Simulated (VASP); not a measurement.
# Ca (I4/mmm) in VASP: notebook

Runs on Ca. Level: PBE. Tasks: single point.

Everything below comes from runs of VASP 6.6.1. Logs are shortened: lines on timing, memory, paths and dates and some standing lists are left out, and cuts for length are marked.

## (1) The cell of the first run

The structure is tetragonal, space group I4/mmm (No. 139). Conventional cell: a = 4.521 Å, b = 4.521 Å, c = 4.282 Å, α = 90.00°, β = 90.00°, γ = 90.00°. Ca (site symmetry 4/mmm) has 14 Ca at 3.85 to 4.52 Å within 5.1 Å.

## (2) Single point, PBE (strain +0.025 along x and y, -0.025 along z)

The input, INCAR:

```
SYSTEM = Ca
  PREC = Accurate
  ENCUT = 520
  EDIFF = 1E-7
  ISMEAR = 0
  SIGMA = 0.15
  LREAL = .FALSE.
  LASPH = .TRUE.
  NELM = 80
  ALGO = Fast
  ISIF = 2
  LWAVE = .FALSE.
  LCHARG = .FALSE.
  GGA = PE
  NBANDS = 11
```

The input, KPOINTS:

```
regular mesh
0
G
  16 16 16
  0 0 0
```

The input, POSCAR:

```
Ca
1.0
   -2.2603350262      2.2603350262      2.1412119398
    2.2603350262     -2.2603350262      2.1412119398
    2.2603350262      2.2603350262     -2.1412119398
Ca
1
Direct
    0.5000000000      0.5000000000      0.0000000000
```

Potentials or basis: VASP PAW PBE potentials, release 64 (Ca_sv).

Started as:

```sh
> cat potpaw_PBE.64/Ca_sv/POTCAR > POTCAR
> mpirun -np 1 vasp_std > vasp.out
```

OUTCAR:

```text
SYSTEM = Ca
   PREC = Accurate
   ENCUT = 520
   EDIFF = 1E-7
   ISMEAR = 0
   LREAL = .FALSE.
   LASPH = .TRUE.
   NELM = 80
   ISIF = 2
   GGA = PE

 ion  position               nearest neighbor table
   1  0.500  0.500  0.000-

  LATTYP: Found a body centered tetragonal cell.
 ALAT       =     4.5206700524
 C/A-ratio  =     0.9472984823

  Lattice vectors:

 A1 = (  -2.2603350262,   2.2603350262,   2.1412119398)
 A2 = (   2.2603350262,  -2.2603350262,   2.1412119398)
 A3 = (   2.2603350262,   2.2603350262,  -2.1412119398)

Analysis of symmetry for initial positions (statically):
=====================================================================
 Subroutine PRICEL returns:
 Original cell was already a primitive cell.

 Routine SETGRP: Setting up the symmetry group for a
 body centered tetragonal supercell.

 Subroutine GETGRP returns: Found 16 space group operations
 (whereof 16 operations were pure point group operations)
 out of a pool of 16 trial point group operations.

The static configuration has the point symmetry D_4h.

Analysis of symmetry for dynamics (positions and initial velocities):
=====================================================================
 Subroutine PRICEL returns:
 Original cell was already a primitive cell.

 Routine SETGRP: Setting up the symmetry group for a
 body centered tetragonal supercell.

 Subroutine GETGRP returns: Found 16 space group operations
 (whereof 16 operations were pure point group operations)
 out of a pool of 16 trial point group operations.

The dynamic configuration has the point symmetry D_4h.

 Subroutine INISYM returns: Found 16 space group operations
 (whereof 16 operations are pure point group operations),
 and found     1 'primitive' translations

----------------------------------------------------------------------------------------

                                     Primitive cell

  volume of cell :      43.7588

  direct lattice vectors                    reciprocal lattice vectors
    -2.260335026  2.260335026  2.141211940     0.000000000  0.221206146  0.233512615
     2.260335026 -2.260335026  2.141211940     0.221206146  0.000000000  0.233512615
     2.260335026  2.260335026 -2.141211940     0.221206146  0.221206146  0.000000000

  length of vectors
     3.847468964  3.847468964  3.847468964     0.321652453  0.321652453  0.312832732

  position of ions in fractional coordinates (direct lattice)
     0.500000000  0.500000000  0.000000000

[... 76 lines left out ...]
   LREAL  =      F    real-space projection
   EDIFFG = 0.1E-05   stopping-criterion for IOM
   NSW    =      0    number of steps for IOM
   IBRION =     -1    ionic relax: 0-MD 1-quasi-New 2-CG
   NFREE  =      0    steps in history (QN), initial steepest desc. (CG)
   ISIF   =      2    stress and relaxation
   ISYM   =      2    0-nonsym 1-usesym 2-fastsym
   POTIM  = 0.5000    time-step for ionic-motion
   TEBEG  =    0.0;   TEEND  =   0.0 temperature during run
   PSTRESS=    0.0 pullay stress
   NELECT =      10.0000    total number of electrons
   NUPDOWN=      -1.0000    fix difference up-down
   EMIN   =  10.00;   EMAX   =-10.00  energy-range for DOS
   EFERMI =   0.00;   METHOD = LEGACY
   ISMEAR =     0;   SIGMA  =   0.15  broadening in eV -4-tet -1-fermi 0-gaus
   EFERMI_NEDOS =   21; number of points for ismear=-14 and -15
   IALGO  =     68    algorithm
   IMIX   =      4    mixing-type and parameters
     AMIX     =   0.40;   BMIX     =  1.00
     AMIX_MAG =   1.60;   BMIX_MAG =  1.00
  volume/ion in A,a.u.               =      43.76       295.30
  Fermi-wavevector in a.u.,A,eV,Ry     =   1.000890  1.891408 13.630059  1.001781
  Thomas-Fermi vector in A             =   2.133276
   LORBIT       =      0    0 simple, 1 ext, 2 COOP (PROOUT), +10 PAW based schemes
   GGA     = PE    functional components
   LHFCALC =     F    Hartree Fock is set to
   AEXX    =    0.0000 exact exchange contribution
   IVDW    =     0    specifies the selected vdW correction
   LEPSILON=     F    determine dielectric tensor
   LRPA    =     F    only Hartree local field effects (RPA)
 non-spin polarized calculation
 RMM-DIIS sequential band-by-band and
 Gauss-broadening in eV      SIGMA  =   0.15
  energy-cutoff  :      520.00
  volume of cell :       43.76
 maximum number of plane-waves:      1202
 NGX is ok and might be reduce to    30
   NGX = 15   NGY = 15   NGZ = 15

 number of electron      10.0000000 magnetization

 Free energy of the ion-electron system (eV)
  ---------------------------------------------------
  ext. energy  EPLUGINS =         0.00000000
  ---------------------------------------------------
  free energy    TOTEN  =        -1.91952599 eV

  energy without entropy =       -1.90237015  energy(sigma->0) =       -1.91094807

 E-fermi :   1.8699     XC(G=0):  -7.6239

 val. band max:        1.8631453135   @ k =  -0.4375   0.5000   0.1250
 cond. band min:       1.8732971199   @ k =   0.5000   0.0000   0.0000
 fundamental gap:      0.0101518064
 Fermi energy:         1.8699009722

 k-point     1 :       0.0000    0.0000    0.0000
  band No.  band energies     occupation
      1     -40.2823      2.00000
      2     -21.2068      2.00000
      3     -21.1993      2.00000
      4     -21.1993      2.00000
      5      -2.1376      2.00000
      6       3.9535      0.00000
      7       4.1972      0.00000
      8       4.1972      0.00000
      9       4.9597      0.00000
     10       5.2639      0.00000
     11      11.6871      0.00000
[... 309 lines left out ...]
 k-point    24 :      -0.0625    0.0625    0.0000
  band No.  band energies     occupation
      1     -40.2818      2.00000
      2     -21.2083      2.00000
      3     -21.2041      2.00000
      4     -21.1992      2.00000
      5      -2.0713      2.00000
      6       3.9332      0.00000
      7       4.1608      0.00000
      8       4.2470      0.00000
      9       4.9083      0.00000
     10       5.2584      0.00000
     11      11.5692      0.00000

 [... further k-points ...]
[... 5 lines left out ...]
  --------------------------------------------------------------------------------------
  -------------------------------------------------------------------------------------
  Total       -0.1657037     -0.1657037     -0.1546501      0.0000000      0.0000000      0.0000000
  in kB       -6.0670473     -6.0670473     -5.6623338      0.0000000      0.0000000      0.0000000
  external PRESSURE =      -5.9321428 kB  Pullay stress =       0.0000000 kB

 VOLUME and BASIS-vectors are now :
 -----------------------------------------------------------------------------
  energy-cutoff  :      520.00
  volume of cell :       43.76
      direct lattice vectors                 reciprocal lattice vectors
    -2.260335026  2.260335026  2.141211940     0.000000000  0.221206146  0.233512615
     2.260335026 -2.260335026  2.141211940     0.221206146  0.000000000  0.233512615
     2.260335026  2.260335026 -2.141211940     0.221206146  0.221206146  0.000000000

 POSITION                                       TOTAL-FORCE (eV/Angst)
 -----------------------------------------------------------------------------------
      0.00000      0.00000      2.14121        -0.000000      0.000000     -0.000000
 -----------------------------------------------------------------------------------
    total drift:                                0.000000     -0.000000      0.000000

  FREE ENERGIE OF THE ION-ELECTRON SYSTEM (eV)
  ---------------------------------------------------
  free  energy   TOTEN  =        -1.9195259946 eV

  energy  without entropy=       -1.9023701467  energy(sigma->0) =       -1.91094807
```

OSZICAR:

```text
N       E                     dE             d eps       ncg     rms          rms(c)
DAV:   1     0.708862686861E+02    0.70886E+02   -0.52965E+03  7678   0.805E+02
DAV:   2     0.149656918581E+01   -0.69390E+02   -0.68734E+02  8389   0.221E+02
DAV:   3    -0.179362568513E+01   -0.32902E+01   -0.32577E+01 13886   0.395E+01
DAV:   4    -0.192491884635E+01   -0.13129E+00   -0.13091E+00  9704   0.490E+00
DAV:   5    -0.192623858556E+01   -0.13197E-02   -0.13196E-02 10776   0.558E-01    0.223E+00
RMM:   6    -0.192045912216E+01    0.57795E-02   -0.91539E-03  8196   0.106E+00    0.138E+00
RMM:   7    -0.191971523331E+01    0.74389E-03   -0.21524E-02  9134   0.182E+00    0.110E-01
RMM:   8    -0.191938511590E+01    0.33012E-03   -0.48046E-03  9116   0.838E-01    0.260E-02
RMM:   9    -0.191949012264E+01   -0.10501E-03   -0.12039E-03 11522   0.397E-01    0.224E-02
RMM:  10    -0.191951921070E+01   -0.29088E-04   -0.21764E-04 11907   0.147E-01    0.532E-03
RMM:  11    -0.191952521254E+01   -0.60018E-05   -0.49950E-05 12423   0.613E-02    0.942E-03
RMM:  12    -0.191952680187E+01   -0.15893E-05   -0.43420E-06 11704   0.238E-02    0.877E-03
RMM:  13    -0.191952553244E+01    0.12694E-05   -0.38687E-06 12323   0.138E-02    0.264E-03
RMM:  14    -0.191952582770E+01   -0.29526E-06   -0.64414E-07  9898   0.521E-03    0.101E-03
RMM:  15    -0.191952595514E+01   -0.12744E-06   -0.18742E-07  8340   0.232E-03    0.336E-04
RMM:  16    -0.191952599464E+01   -0.39502E-07   -0.47910E-08  7139   0.153E-03
   1 F= -.19195260E+01 E0= -.19109481E+01  d E =-.171558E-01
```

stdout:

```text
POSCAR found type information on POSCAR Ca
 POSCAR found :  1 types and       1 ions
 scaLAPACK will be used
 LDA part: xc-table for (Slater+PW92), standard interpolation
 POSCAR, INCAR and KPOINTS ok, starting setup
 FFT: planning ... GRIDC
 FFT: planning ... GRID_SOFT
 FFT: planning ... GRID
 WAVECAR not read
 entering main loop
WARNING in EDDRMM: call to ZHEGV failed, returncode =   8  4     11
WARNING in EDDRMM: call to ZHEGV failed, returncode =   6  3      5
WARNING in EDDRMM: call to ZHEGV failed, returncode =   8  4      7
WARNING in EDDRMM: call to ZHEGV failed, returncode =   8  4      8
WARNING in EDDRMM: call to ZHEGV failed, returncode =   8  4      6
WARNING in EDDRMM: call to ZHEGV failed, returncode =   6  3      5
WARNING in EDDRMM: call to ZHEGV failed, returncode =   8  4     10
WARNING in EDDRMM: call to ZHEGV failed, returncode =   8  4      7
WARNING in EDDRMM: call to ZHEGV failed, returncode =   6  3      8
WARNING in EDDRMM: call to ZHEGV failed, returncode =   6  3      9
[... 8 lines left out ...]
WARNING in EDDRMM: call to ZHEGV failed, returncode =   8  4      8
WARNING in EDDRMM: call to ZHEGV failed, returncode =   8  4     11
WARNING in EDDRMM: call to ZHEGV failed, returncode =   6  3      5
WARNING in EDDRMM: call to ZHEGV failed, returncode =   6  3     10
WARNING in EDDRMM: call to ZHEGV failed, returncode =   8  4      9
WARNING in EDDRMM: call to ZHEGV failed, returncode =   8  4      8
WARNING in EDDRMM: call to ZHEGV failed, returncode =   6  3      9
WARNING in EDDRMM: call to ZHEGV failed, returncode =   8  4      9
WARNING in EDDRMM: call to ZHEGV failed, returncode =   8  4     10
WARNING in EDDRMM: call to ZHEGV failed, returncode =   8  4      8
```

Run time: 91 s. Hardware: 1 thread of Intel Xeon 6975P-C (Granite Rapids), shared host; peak memory 0.29 GiB.

Results:

```yaml
Free_energy: -1.9195 eV
Pressure: -0.6 GPa
Band_gap_on_the_k_mesh: zero (band 5 reaches 2.19 eV, above the bottom of band 6 at 1.70 eV)
```

Caveat: the cell differs from its parent crystal (strain +0.025 along x and y, -0.025 along z).

(Continued in part 2 of 2.)
